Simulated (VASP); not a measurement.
Crystal: LiH.

```
Li H
1.0
     2.50166    0.00000    0.00000
     0.00000    2.50166    0.00000
     0.00000    0.00000    2.50166
Li H
1 1
Direct
  0.00000 0.00000 0.00000
  0.50000 0.50000 0.50000
```

Program: VASP 6.6.1. Alike in all runs: task single point; potentials or basis VASP PAW PBE potentials, release 64 (Li_sv, H); no spin polarisation; cell as given; cutoff (eV) 520; smearing gaussian 0.01 eV. Hardware: 1 thread of Intel(R) Xeon(R) Platinum 8559C (Emerald Rapids), with other jobs on the host.

Question: Order these runs on this cell by their wall time, lowest first.
A. level PBE0; k mesh 6 × 6 × 6; grid for exact exchange (PRECFOCK) Normal
B. level r2SCAN; k mesh 6 × 6 × 6
C. level PBE; k mesh 10 × 10 × 10

Answer: C (4 s), B (9.7 s), A (23 s).
